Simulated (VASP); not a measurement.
Set up this calculation in VASP 6.6.1, as the native input.

| Item | Value |
| --- | --- |
| Task | single point |
| Functional | PBE |
| Potentials or basis | VASP PAW PBE potentials, release 64 (Li_sv, F) |
| Cutoff | 520 eV |
| k mesh | 9 × 9 × 6 |
| Occupations | gaussian, width 0.05 eV |
| Spin | no spin polarisation |
| Dipole correction | no |
| Further INCAR settings | ALGO = Normal; EDIFF = 1e-06; NBANDS = 18 |

The structure of LiF lies in POSCAR:

```
LiF
1.0
    3.0467389106      0.0000000000      0.0000000000
   -1.5233694553      2.6385532953      0.0000000000
    0.0000000000      0.0000000000      5.1599570191
Li F
2 2
Direct
    0.3333333333      0.6666666667      0.3606709794
    0.6666666667      0.3333333333      0.8606709794
    0.3333333333      0.6666666667      0.9939266766
    0.6666666667      0.3333333333      0.4939266766
```

This cell differs from its parent crystal: c/a of the conventional cell at fixed volume 1.6936.

The input as run:

INCAR

```
SYSTEM = LiF
PREC = Accurate
ENCUT = 520
EDIFF = 1E-6
ISMEAR = 0
SIGMA = 0.05
LREAL = .False.
LASPH = .True.
NELM = 100
ALGO = Normal
ISIF = 2
LWAVE = .False.
LCHARG = .False.
GGA = PE
NBANDS = 18
```

KPOINTS

```
regular mesh
0
Gamma
  9 9 6
  0 0 0
```

Potentials or basis: VASP PAW PBE potentials, release 64 (Li_sv, F).

Command:

```bash
$ cat potpaw_PBE.64/Li_sv/POTCAR potpaw_PBE.64/F/POTCAR > POTCAR
$ mpirun -np 1 vasp_std > vasp.out
```

Results of the run:

* Largest force: 0.072 eV/Å
* Band gap on the k mesh: 7.61 eV, direct

Wall time 19 s on 1 thread of Intel(R) Xeon(R) Platinum 8488C (Sapphire Rapids), on a shared host, peak memory 0.16 GiB.
